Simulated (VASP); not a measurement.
# SiW2: single point with PBE

Crystal: SiW2.

```
CELL_PARAMETERS angstrom
-3.69142 0.00000 0.00000
0.00000 0.00000 -6.76055
0.00000 -7.38285 0.00000
ATOMIC_POSITIONS crystal
Si 0.00000 0.28579 0.75000
Si 0.00000 0.28579 0.25000
Si 0.50000 0.71421 0.50000
Si 0.50000 0.71421 0.00000
W 0.00000 0.00000 0.50000
W 0.00000 0.00000 0.00000
W 0.50000 0.00000 0.75000
W 0.50000 0.00000 0.25000
W 0.00000 0.65877 0.75000
W 0.00000 0.65877 0.25000
W 0.50000 0.34123 0.00000
W 0.50000 0.34123 0.50000
```

- Program: VASP 6.6.1
- Task: single point
- Functional: PBE
- Potentials or basis: VASP PAW PBE potentials, release 64 (Si, W_sv)
- Cutoff: 520 eV
- k mesh: 6 × 4 × 4
- Occupations: gaussian, width 0.2 eV
- Spin: no spin polarisation

```json
{"Pressure": "0.4 GPa", "Largest force": "0.014 eV/Å", "Band gap on the k mesh": "zero (bands 64 and 65 overlap by 0.82 eV)"}
```

Forces in eV/Å, atoms in the order of the input:
```
Si   0.000  0.000 -0.014
Si   0.000  0.000 -0.014
Si   0.000  0.000  0.014
Si   0.000  0.000  0.014
W    0.000  0.000 -0.005
W    0.000  0.000 -0.005
W    0.000  0.000  0.005
W    0.000  0.000  0.005
W    0.000  0.000  0.005
W    0.000  0.000  0.005
W    0.000  0.000 -0.005
W    0.000  0.000 -0.005
```

Stress tensor (GPa, compression positive):
```
 0.85  0.00  0.00
 0.00  0.60  0.00
 0.00  0.00 -0.22
```

Levels at points of the mesh, in eV from the Fermi level:
| k point | band 61 | band 62 | band 63 | band 64 | band 65 | band 66 | band 67 | band 68 |
| --- | --- | --- | --- | --- | --- | --- | --- | --- |
| (0.00, 0.00, 0.00) | -0.67 | -0.67 | -0.22 | -0.22 | -0.16 | -0.11 | 0.33 | 0.33 |
| (0.50, 0.00, 0.00) | -0.22 | -0.22 | 0.20 | 0.20 | 0.33 | 0.33 | 0.46 | 0.46 |
| (0.00, 0.50, 0.00) | -1.02 | -1.02 | -0.57 | -0.57 | -0.17 | 0.12 | 0.19 | 0.19 |
| (0.50, 0.50, 0.00) | -0.57 | -0.57 | 0.19 | 0.19 | 0.37 | 0.37 | 0.73 | 0.73 |
| (0.00, 0.00, 0.50) | -1.12 | -1.12 | -0.87 | -0.87 | -0.15 | -0.15 | 1.32 | 1.32 |
| (0.50, 0.00, 0.50) | -0.30 | -0.30 | -0.30 | -0.30 | 0.68 | 0.68 | 0.68 | 0.68 |
| (0.00, 0.50, 0.50) | -0.70 | -0.70 | -0.51 | -0.51 | -0.35 | -0.35 | 1.22 | 1.22 |
| (0.50, 0.50, 0.50) | -0.43 | -0.43 | -0.43 | -0.43 | 0.66 | 0.66 | 0.66 | 0.66 |

It took 16 min on 1 thread of Oxide Virtual Turin-like Processor, on a shared host, peak memory 0.46 GiB.

Caveat: spin-orbit coupling is left out, which moves the levels of the heavy elements.
